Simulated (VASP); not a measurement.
# CoO: single point with PBE

Crystal: CoO.

```
CELL_PARAMETERS angstrom
1.60222 0.92504 2.56647
-1.60222 0.92504 2.56647
0.00000 -1.85008 2.56647
ATOMIC_POSITIONS crystal
Co 0.99898 0.99898 0.99898
O 0.75102 0.75102 0.75102
```

```
Program             : VASP 6.6.1
Task                : single point
Functional          : PBE
Potentials or basis : VASP PAW PBE potentials, release 64 (Co_sv, O)
Cutoff              : 600 eV
k mesh              : 9 × 9 × 9
Occupations         : fermi-dirac, width 0.05 eV
Spin                : collinear spin, ferromagnetic start
Starting moments    : [0.5, 0.0] μB
Fixed moment        : 0.5 μB
```

The pressure is -15.7 GPa. The largest force is 0.192 eV/Å and the net moment is 0.50 μB per cell. The site moments are Co +0.46; O +0.03 μB and the valence electrons inside the program's atomic spheres are Co 14.99; O 4.94.

Forces in eV/Å, atoms in the order of the input:
```
Co   0.000  0.000  0.192
O    0.000  0.000 -0.192
```

Stress tensor (GPa, compression positive):
```
-16.52   0.00   0.00
  0.00 -16.52   0.00
  0.00   0.00 -13.94
```

Run time: 72 s on 1 thread of Intel(R) Xeon(R) 6975P-C (Granite Rapids) (shared host), peak memory 0.22 GiB.

Caveat: the total moment is fixed, so each spin has its own Fermi level; a cell with one magnetic atom can't hold antiferromagnetic order, which such compounds often take.
